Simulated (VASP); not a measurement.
Wanted: the native input for a VASP 6.6.1 run.

| Property | Result |
| --- | --- |
| Task | single point |
| Functional | r2SCAN |
| Potentials or basis | VASP PAW PBE potentials, release 64 (Li_sv, Br) |
| Cutoff | 830 eV |
| k mesh | 6 × 6 × 6 |
| Occupations | gaussian, width 0.01 eV |
| Spin | no spin polarisation |
| Dipole correction | no |
| Further INCAR settings | ALGO = Normal; EDIFF = 1e-06; NBANDS = 12 |

The system is LiBr.

```
CELL_PARAMETERS angstrom
0.00000 2.73957 2.73957
2.73957 0.00000 2.73957
2.73957 2.73957 0.00000
ATOMIC_POSITIONS crystal
Li 0.00000 0.00000 0.00000
Br 0.50000 0.50000 0.50000
```

One way to write it, as run:

POSCAR

```
LiBr
1.0
    0.0000000000      2.7395650468      2.7395650468
    2.7395650468      0.0000000000      2.7395650468
    2.7395650468      2.7395650468      0.0000000000
Li Br
1 1
Direct
    0.0000000000      0.0000000000      0.0000000000
    0.5000000000      0.5000000000      0.5000000000
```

INCAR.step1

```
PREC = Accurate
ENCUT = 830
ISMEAR = 0
SIGMA = 0.01
LREAL = False
LASPH = True
NELM = 120
NBANDS = 12
GGA = PE
ALGO = Normal
EDIFF = 1E-5
LWAVE = True
LCHARG = False
GGA_COMPAT = False
```

INCAR.step2

```
PREC = Accurate
ENCUT = 830
EDIFF = 1E-6
ISMEAR = 0
SIGMA = 0.01
LREAL = False
LASPH = True
NELM = 120
ALGO = Normal
ISIF = 2
LWAVE = False
LCHARG = False
METAGGA = R2SCAN
LMIXTAU = True
NBANDS = 12
ISTART = 1
GGA_COMPAT = False
```

KPOINTS

```
Automatic mesh
0
Gamma
  6 6 6
```

Potentials or basis: VASP PAW PBE potentials, release 64 (Li_sv, Br).

Command:

```console
$ cat potpaw_PBE.64/Li_sv/POTCAR potpaw_PBE.64/Br/POTCAR > POTCAR
$ cp INCAR.step1 INCAR
$ mpirun -np 1 vasp_std > vasp.out
$ cp INCAR.step2 INCAR
$ mpirun -np 1 vasp_std > vasp.out
```

Results of the run:

```yaml
Pressure: -0.4 GPa
Band_gap_on_the_k_mesh: 5.93 eV
```

Caveat: the PAW data sets were made with another functional, which shifts forces and pressure a little.

Wall time 100 s on 1 thread of Intel Xeon 8259CL, on a shared host, peak memory 0.22 GiB.
